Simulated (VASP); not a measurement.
# Ir (Fm-3m) in VASP: a series of runs, part 2 of 2

VASP 6.6.1. Earlier steps stand in the parts before.

### 3 Relaxation of volume and atoms at fixed shape, LDA

This run uses another cell than the first one, of 14.06 Å³/atom.

Input file INCAR:

```
SYSTEM = Ir
ALGO = Normal
EDIFF = 1E-7
EDIFFG = -0.01
ENCUT = 600
GGA = CA
IBRION = 2
ISIF = 8
ISMEAR = 1
LASPH = .TRUE.
LCHARG = .FALSE.
LREAL = .FALSE.
LWAVE = .FALSE.
NELM = 100
NSW = 80
PREC = Accurate
SIGMA = 0.05
```

Input file KPOINTS:

```
k-points
0
G
  21 21 21
  0 0 0
```

Input file POSCAR:

```
Ir
1.0
    0.0000000000      1.9156000000      1.9156000000
    1.9156000000      0.0000000000      1.9156000000
    1.9156000000      1.9156000000      0.0000000000
Ir
1
Direct
    0.0000000000      0.0000000000      0.0000000000
```

Potentials or basis: VASP PAW LDA potentials, release 64 (Ir).

Launch:

```
$ cat potpaw_LDA.64/Ir/POTCAR > POTCAR
$ mpirun -np 1 vasp_std > vasp.out
```

OUTCAR:

```text
SYSTEM = Ir
   EDIFF = 1E-7
   EDIFFG = -0.01
   ENCUT = 600
   GGA = CA
   IBRION = 2
   ISIF = 8
   ISMEAR = 1
   LASPH = .TRUE.
   LREAL = .FALSE.
   NELM = 100
   NSW = 80
   PREC = Accurate

 ion  position               nearest neighbor table
   1  0.000  0.000  0.000-

  LATTYP: Found a face centered cubic cell.
 ALAT       =     3.8312000000

  Lattice vectors:

 A1 = (   0.0000000000,   1.9156000000,   1.9156000000)
 A2 = (   1.9156000000,   0.0000000000,   1.9156000000)
 A3 = (   1.9156000000,   1.9156000000,   0.0000000000)

Analysis of symmetry for initial positions (statically):
=====================================================================
 Subroutine PRICEL returns:
 Original cell was already a primitive cell.

 Routine SETGRP: Setting up the symmetry group for a
 face centered cubic supercell.

 Subroutine GETGRP returns: Found 48 space group operations
 (whereof 48 operations were pure point group operations)
 out of a pool of 48 trial point group operations.

The static configuration has the point symmetry O_h .

Analysis of symmetry for dynamics (positions and initial velocities):
=====================================================================
 Subroutine PRICEL returns:
 Original cell was already a primitive cell.

 Routine SETGRP: Setting up the symmetry group for a
 face centered cubic supercell.

 Subroutine GETGRP returns: Found 48 space group operations
 (whereof 48 operations were pure point group operations)
 out of a pool of 48 trial point group operations.

The dynamic configuration has the point symmetry O_h .

 Subroutine INISYM returns: Found 48 space group operations
 (whereof 48 operations are pure point group operations),
 and found     1 'primitive' translations

----------------------------------------------------------------------------------------

                                     Primitive cell

  volume of cell :      14.0587

  direct lattice vectors                    reciprocal lattice vectors
     0.000000000  1.915600000  1.915600000    -0.261014826  0.261014826  0.261014826
     1.915600000  0.000000000  1.915600000     0.261014826 -0.261014826  0.261014826
     1.915600000  1.915600000  0.000000000     0.261014826  0.261014826 -0.261014826

  length of vectors
     2.709067500  2.709067500  2.709067500     0.452090940  0.452090940  0.452090940

  position of ions in fractional coordinates (direct lattice)
     0.000000000  0.000000000  0.000000000

  ion indices of the primitive-cell ions
   primitive index   ion index
                 1           1

----------------------------------------------------------------------------------------

 KPOINTS: k-points

Automatic generation of k-mesh.
 Grid dimensions read from file:
 generate k-points for:   21   21   21

 Generating k-lattice:

  Cartesian coordinates                     Fractional coordinates (reciprocal lattice)
    -0.012429277  0.012429277  0.012429277     0.047619048  0.000000000  0.000000000
     0.012429277 -0.012429277  0.012429277     0.000000000  0.047619048  0.000000000
     0.012429277  0.012429277 -0.012429277     0.000000000  0.000000000  0.047619048

  Length of vectors
[... 43 lines left out ...]
   NGX,Y,Z   is equivalent  to a cutoff of  14.73, 14.73, 14.73 a.u.
   NGXF,Y,Z  is equivalent  to a cutoff of  29.46, 29.46, 29.46 a.u.
 SYSTEM =  Ir
   PREC   = accura    normal or accurate (medium, high low for compatibility)
   ISTART =      0    job   : 0-new  1-cont  2-samecut
   ICHARG =      2    charge: 1-file 2-atom 10-const
   ISPIN  =      1    spin polarized calculation?
   LNONCOLLINEAR =      F non collinear calculations
   LSORBIT =      F    spin-orbit coupling
   LASPH  =      T    aspherical Exc in radial PAW
   ENCUT  =  600.0 eV  44.10 Ry    6.64 a.u.   5.41  5.41  5.41*2*pi/ulx,y,z
   NELM   =    100;   NELMIN=  2; NELMDL= -5     # of ELM steps
   EDIFF  = 0.1E-06   stopping-criterion for ELM
   LREAL  =      F    real-space projection
   EDIFFG = -.1E-01   stopping-criterion for IOM
   NSW    =     80    number of steps for IOM
   IBRION =      2    ionic relax: 0-MD 1-quasi-New 2-CG
   NFREE  =      1    steps in history (QN), initial steepest desc. (CG)
   ISIF   =      8    stress and relaxation
   ISYM   =      2    0-nonsym 1-usesym 2-fastsym
   POTIM  = 0.5000    time-step for ionic-motion
   TEBEG  =    0.0;   TEEND  =   0.0 temperature during run
   PSTRESS=    0.0 pullay stress
   NELECT =       9.0000    total number of electrons
   NUPDOWN=      -1.0000    fix difference up-down
   EMIN   =  10.00;   EMAX   =-10.00  energy-range for DOS
   EFERMI =   0.00;   METHOD = LEGACY
   ISMEAR =     1;   SIGMA  =   0.05  broadening in eV -4-tet -1-fermi 0-gaus
   EFERMI_NEDOS =   21; number of points for ismear=-14 and -15
   IALGO  =     38    algorithm
   IMIX   =      4    mixing-type and parameters
     AMIX     =   0.40;   BMIX     =  1.00
     AMIX_MAG =   1.60;   BMIX_MAG =  1.00
  volume/ion in A,a.u.               =      14.06        94.87
  Fermi-wavevector in a.u.,A,eV,Ry     =   1.410937  2.666284 27.085691  1.990742
  Thomas-Fermi vector in A             =   2.532839
   LORBIT       =      0    0 simple, 1 ext, 2 COOP (PROOUT), +10 PAW based schemes
   GGA     = CA    functional components
   LHFCALC =     F    Hartree Fock is set to
   AEXX    =    0.0000 exact exchange contribution
   IVDW    =     0    specifies the selected vdW correction
   LEPSILON=     F    determine dielectric tensor
   LRPA    =     F    only Hartree local field effects (RPA)
 conjugate gradient relaxation of ions
 non-spin polarized calculation
 Methfessel and Paxton  Order N= 1 SIGMA  =   0.05
  energy-cutoff  :      600.00
  volume of cell :       14.06
 maximum number of plane-waves:       495
 NGX is ok and might be reduce to    24
   NGX = 11   NGY = 11   NGZ = 11

--------------------------------------- Ionic step        1  -------------------------------------------

 number of electron       9.0000000 magnetization

 Free energy of the ion-electron system (eV)
  ---------------------------------------------------
  ext. energy  EPLUGINS =         0.00000000
  ---------------------------------------------------
  free energy    TOTEN  =       -10.32394254 eV

  energy without entropy =      -10.32382992  energy(sigma->0) =      -10.32390500

------------------------ aborting loop because EDIFF is reached ----------------------------------------

  FORCE on cell =-STRESS in cart. coord.  units (eV):
  Direction    XX          YY          ZZ          XY          YZ          ZX
  --------------------------------------------------------------------------------------
  -------------------------------------------------------------------------------------
  Total       -0.3225368     -0.3225368     -0.3225368      0.0000000      0.0000000      0.0000000
  in kB      -36.7574516    -36.7574516    -36.7574516      0.0000000      0.0000000      0.0000000
  external PRESSURE =     -36.7574516 kB  Pullay stress =       0.0000000 kB
[... 57 lines left out ...]
--------------------------------------- Ionic step        3  -------------------------------------------

 number of electron       9.0000000 magnetization

 Free energy of the ion-electron system (eV)
  ---------------------------------------------------
  ext. energy  EPLUGINS =         0.00000000
  ---------------------------------------------------
  free energy    TOTEN  =       -10.32544957 eV

  energy without entropy =      -10.32532847  energy(sigma->0) =      -10.32540920

 E-fermi :  10.6081     XC(G=0): -14.2283

 val. band max:       10.6062668511   @ k =  -0.4286   0.4286   0.0476
 cond. band min:      10.6234828046   @ k =   0.4762   0.2381   0.0952
 fundamental gap:      0.0172159535
 Fermi energy:        10.6081092068

 k-point     1 :       0.0000    0.0000    0.0000
  band No.  band energies     occupation
      1      -0.6888      2.00000
      2       6.5759      2.00000
      3       6.5759      2.00000
      4       6.5759      2.00000
      5       9.3694      2.00000
      6       9.3694      2.00000
      7      24.8959      0.00000
      8      30.5264      0.00000
[... 243 lines left out ...]
 k-point    24 :      -0.3810    0.0476    0.0000
  band No.  band energies     occupation
      1       2.4010      2.00000
      2       6.5661      2.00000
      3       6.6750      2.00000
      4       8.1072      2.00000
      5      10.7573     -0.00020
      6      11.4915     -0.00000
      7      19.9771      0.00000
      8      25.2489      0.00000

 [... further k-points ...]

------------------------ aborting loop because EDIFF is reached ----------------------------------------

  FORCE on cell =-STRESS in cart. coord.  units (eV):
  Direction    XX          YY          ZZ          XY          YZ          ZX
  --------------------------------------------------------------------------------------
  -------------------------------------------------------------------------------------
  Total       -0.0057209     -0.0057209     -0.0057209      0.0000000     -0.0000000      0.0000000
  in kB       -0.6579719     -0.6579719     -0.6579719      0.0000000     -0.0000000      0.0000000
  external PRESSURE =      -0.6579719 kB  Pullay stress =       0.0000000 kB
[... 16 lines left out ...]
  FREE ENERGIE OF THE ION-ELECTRON SYSTEM (eV)
  ---------------------------------------------------
  free  energy   TOTEN  =       -10.3254495659 eV

  energy  without entropy=      -10.3253284716  energy(sigma->0) =      -10.32540920

 reached required accuracy - stopping structural energy minimisation
```

OSZICAR:

```text
N       E                     dE             d eps       ncg     rms          rms(c)
DAV:   1     0.471498385539E+02    0.47150E+02   -0.49144E+03  4592   0.116E+03
DAV:   2    -0.101791139220E+02   -0.57329E+02   -0.55794E+02  4592   0.216E+02
[... 21 lines left out ...]
DAV:   1    -0.103945628103E+02   -0.95108E-01   -0.27805E+00  4976   0.288E+01    0.258E+00
DAV:   2    -0.103324623672E+02    0.62100E-01   -0.16225E-01  5144   0.574E+00    0.106E+00
DAV:   3    -0.103254634298E+02    0.69989E-02   -0.31543E-02  5760   0.233E+00    0.305E-01
DAV:   4    -0.103254271548E+02    0.36275E-04   -0.47870E-04  6096   0.245E-01    0.698E-02
DAV:   5    -0.103254462323E+02   -0.19078E-04   -0.33099E-05  6760   0.398E-02    0.110E-02
DAV:   6    -0.103254495648E+02   -0.33324E-05   -0.13554E-06  5864   0.802E-03    0.923E-04
DAV:   7    -0.103254495659E+02   -0.10818E-08   -0.14808E-08  3552   0.125E-03
   3 F= -.10325450E+02 E0= -.10325409E+02  d E =-.150703E-02
```

CONTCAR:

```text
Ir
   1.00000000000000
     0.0000000000000000    1.9097657468868527    1.9097657468868527
     1.9097657468868527    0.0000000000000000    1.9097657468868527
     1.9097657468868527    1.9097657468868527    0.0000000000000000
  Ir
     1
Direct
     0.0000000000000000    0.0000000000000000    0.0000000000000000

  0.00000000E+00  0.00000000E+00  0.00000000E+00
```

Run time: 35 s. Hardware: 1 thread of Intel Xeon Platinum 8488C (Sapphire Rapids), shared host; peak memory 0.19 GiB.

What came out:

```
Free energy                           : -10.3254 eV
Relaxed volume                        : 13.93 Å³/atom
Relaxed cell                          : a = 2.701 Å, b = 2.701 Å, c = 2.701 Å, α = 60.00°, β = 60.00°, γ = 60.00°
Space group after relaxing (to 0.1 Å) : Fm-3m (No. 225)
Energy gained by relaxing             : 1.5 meV/atom
Ionic steps                           : 3
Pressure after relaxing               : -0.1 GPa
Band gap on the k mesh                : zero (an odd number of electrons rules out a gap without spin polarisation)
```

The path:
| step | energy change (eV) | largest force (eV/Å) | pressure (GPa) | volume (Å³) |
| --- | --- | --- | --- | --- |
| 1 | 0.0000 | 0.0000 | -3.68 | 14.06 |
| 2 | 0.0245 | 0.0000 | 16.78 | 13.41 |
| 3 | -0.0015 | 0.0000 | -0.07 | 13.93 |

Final structure:
```
Ir
1.0
     0.00000    1.90977    1.90977
     1.90977    0.00000    1.90977
     1.90977    1.90977    0.00000
Ir
1
Direct
  0.00000 0.00000 0.00000
```

Caveat: spin-orbit coupling is left out, which moves the levels of the heavy elements. LDA usually gives volumes a few per cent too small.
